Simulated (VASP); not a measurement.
Set up this calculation in VASP 6.6.1, as the native input.

```yaml
Task: single point
Functional: PBE
Potentials_or_basis: VASP PAW PBE potentials, release 64 (Ba_sv, Zn, H)
Cutoff: 520 eV
k_mesh: 4 × 4 × 4
Occupations: gaussian, width 0.1 eV
Spin: no spin polarisation
Dipole_correction: no
Further_INCAR_settings: ALGO = Normal; EDIFF = 1e-07; NBANDS = 38
```

The structure of Ba3Zn2H3 lies in POSCAR:

```
Ba3Zn2H3
1.0
    5.6833293300      0.0000000000      0.0000000000
    0.0000000000      5.6833293300      0.0000000000
    0.0000000000      0.0000000000      5.6833293300
Ba Zn H
3 2 3
Direct
    0.0000000000      0.5000000000      0.5000000000
    0.5000000000      0.0000000000      0.5000000000
    0.5000000000      0.5000000000      0.0000000000
    0.5000000000      0.5000000000      0.5000000000
    0.0000000000      0.0000000000      0.0000000000
    0.5000000000      0.0000000000      0.0000000000
    0.0000000000      0.5000000000      0.0000000000
    0.0000000000      0.0000000000      0.5000000000
```

The input as run:

INCAR

```
PREC = Accurate
ENCUT = 520
EDIFF = 1E-7
ISMEAR = 0
SIGMA = 0.1
LREAL = False
LASPH = True
NELM = 60
ALGO = Normal
ISIF = 2
LWAVE = False
LCHARG = False
GGA = PE
NBANDS = 38
```

KPOINTS

```
Automatic mesh
0
Gamma
  4 4 4
```

Potentials or basis: VASP PAW PBE potentials, release 64 (Ba_sv, Zn, H).

Launch:

```bash
$ cat potpaw_PBE.64/Ba_sv/POTCAR potpaw_PBE.64/Zn/POTCAR potpaw_PBE.64/H/POTCAR > POTCAR
$ mpirun -np 1 vasp_std > vasp.out
```

Results of the run:

```
Pressure : 7.2 GPa
```

Run time: 110 s on 1 thread of AMD EPYC 7R13, on a shared host, peak memory 0.26 GiB.
